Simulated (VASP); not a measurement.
**WS2: relaxation of cell and atoms with PBE**

Crystal: WS2.

```
W S
1.0
     3.18000    0.00000    0.00000
    -1.59000    2.75396    0.00000
     0.00000    0.00000   12.50000
W S
2 4
Direct
  0.66667 0.33333 0.75000
  0.33333 0.66667 0.25000
  0.66667 0.33333 0.37500
  0.33333 0.66667 0.87500
  0.66667 0.33333 0.12500
  0.33333 0.66667 0.62500
```

```yaml
Program: VASP 6.6.1
Task: relaxation of cell and atoms
Functional: PBE
Potentials_or_basis: VASP PAW PBE potentials, release 64 (W_sv, S)
Cutoff: 600 eV
k_mesh: 10 × 10 × 3
Occupations: fermi-dirac, width 0.05 eV
Spin: no spin polarisation
Target_pressure: 5 GPa
Dipole_correction: no
Further_INCAR_settings: ALGO = Normal; EDIFF = 1e-06; IBRION = 2; EDIFFG = -0.01; NSW = 60; ISIF = 3
```

```
Relaxed volume                                             : 17.24 Å³/atom
Relaxed cell                                               : a = 3.148 Å, b = 3.148 Å, c = 12.050 Å, α = 90.00°, β = 90.00°, γ = 120.00°
Space group after relaxing (to 0.1 Å)                      : P6_3/mmc (No. 194)
Energy change on relaxing (the run minimises the enthalpy) : +20.8 meV/atom
Ionic steps                                                : 13
Pressure after relaxing                                    : 5.0 GPa
Band gap on the k mesh                                     : 0.93 eV (least direct gap 2.16 eV)
```

Forces in eV/Å, atoms in the order of the input:
```
W    0.000  0.000  0.000
W    0.000  0.000  0.000
S    0.000  0.000  0.003
S    0.000  0.000  0.003
S    0.000  0.000 -0.003
S    0.000  0.000 -0.003
```

Stress tensor (GPa, compression positive):
```
4.95 0.00 0.00
0.00 4.95 0.00
0.00 0.00 5.09
```

The path:
```csv
step,energy change (eV),largest force (eV/Å),pressure (GPa),volume (Å³)
1,0.0000,0.1307,2.28,109.47
2,0.1607,0.7028,9.62,104.63
3,0.0477,0.3840,5.44,107.23
4,0.0593,0.0287,4.66,106.47
5,0.0556,0.0775,4.77,106.57
6,0.0650,0.0700,4.82,105.99
7,0.1029,0.0488,5.11,104.23
8,0.2392,0.0099,6.22,100.68
9,0.1223,0.0751,5.43,103.55
10,0.1295,0.0707,5.48,103.32
11,0.1163,0.3090,2.70,104.09
12,0.1249,0.0044,5.00,103.45
13,0.1248,0.0028,5.00,103.45
```

Final structure:
```
CELL_PARAMETERS angstrom
3.14848 0.00000 0.00000
-1.57424 2.72667 0.00000
0.00000 0.00000 12.05023
ATOMIC_POSITIONS crystal
W 0.66667 0.33333 0.75000
W 0.33333 0.66667 0.25000
S 0.66667 0.33333 0.38069
S 0.33333 0.66667 0.88069
S 0.66667 0.33333 0.11931
S 0.33333 0.66667 0.61931
```

Levels at points of the mesh, in eV from the valence-band top:
```
           k point  band 23  band 24  band 25  band 26  band 27  band 28  band 29  band 30
(0.00, 0.00, 0.00)    -2.22    -1.38    -1.33     0.00     2.25     2.25     2.25     2.26
(0.50, 0.00, 0.00)    -2.06    -1.82    -1.78    -1.58     2.29     2.34     2.53     2.89
```

Run time: 18 min on 1 thread of Intel(R) Xeon(R) Platinum 8259CL CPU @ 2.50GHz (Skylake/Cascade Lake) (shared host), peak memory 0.34 GiB.

Caveat: the cell is relaxed towards a set pressure, so the run minimises the enthalpy, not the energy; spin-orbit coupling is left out, which moves the levels of the heavy elements; an odd mesh through Γ misses points on the zone boundary, where band edges can lie; this functional lacks dispersion, which binds the layers, so the pressure and a relaxed spacing across them are unreliable.
